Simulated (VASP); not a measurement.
Runs of VASP 6.6.1 on YTlO2. The structure is that of space group R-3m (No. 166), or close to it. The cells are those of the table. 

| cell | gap on the mesh (eV) | pressure (GPa) | largest force (eV/Å) |
| --- | --- | --- | --- |
| a = 6.655 Å, angles 30.6°, 4 atoms | (a) | -6.2 | 0.21 |
| a = 7.120 Å, angles 28.6°, 4 atoms | 1.46 | -11.2 | 0.69 |
| a = 6.192 Å, angles 33.0°, 4 atoms | (d) | (b) | 0.17 |
| a = 6.965 Å, angles 29.2°, 4 atoms | 1.55 | -9.8 | 0.52 |
| a = 6.500 Å, angles 31.4°, 4 atoms | 1.74 | -4.0 | 0.07 |
| a = 7.276 Å, angles 27.9°, 4 atoms | 1.37 | (c) | 0.86 |
| a = 6.346 Å, angles 32.1°, 4 atoms | 1.79 | -1.5 | 0.05 |

Alike in all rows: task single point; level LDA; potentials or basis VASP PAW LDA potentials, release 64 (Y_sv, Tl_d, O); no spin polarisation; k mesh 9 × 9 × 9; cutoff (eV) 520; smearing gaussian 0.05 eV.

Q: Fill in the values left out.

A: (a) 1.69; (b) 1.4; (c) -12.4; (d) 1.83.

Caveats: spin-orbit coupling is left out, which moves the levels of the heavy elements; the cell stands under tension (at least some runs); the stress differs along the axes, from -2 to 8 GPa (at least some runs); the stress differs along the axes, from -6 to -0 GPa (at least some runs); the stress differs along the axes, from -17 to -10 GPa (at least some runs); the stress differs along the axes, from -4 to 3 GPa (at least some runs).

A k mesh can miss the band edges, and the runs leave out spin-orbit coupling on Tl, Y.
